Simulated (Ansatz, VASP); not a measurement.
Fe: VASP beside Ansatz

```xyz
1
Lattice="-1.3566 1.3566 1.3566 1.3566 -1.3566 1.3566 1.3566 1.3566 -1.3566" Properties=species:S:1:pos:R:3 pbc="T T T"
Fe    0.0000    0.0000    0.0000
```

Change from the starting cell: volume scaled by 0.88, LAPW.

Alike in both runs: task single point; functional PBE; k mesh 21 × 21 × 21; occupations fermi-dirac, width 0.1 eV; collinear spin.

```csv
,VASP,Ansatz
version,VASP 6.6.1,Ansatz 0.2.0
potentials or method,"VASP PAW PBE potentials, release 64 (Fe), cutoff 520 eV","all-electron LAPW, scalar-relativistic"
```

```csv
,VASP,Ansatz,Ansatz less VASP
pressure (GPa),33.3,33.6,+0.29
net moment per atom (μB),1.97,1.95,-0.020
size of the moment on the site where the two differ most (μB),1.94,1.99,+0.045
```

Site moments also hang on the region over which each program counts them. Both programs put the cell under a high pressure, so it lies far from rest at this level. Ansatz ran all-electron here, and VASP with PAW potentials.
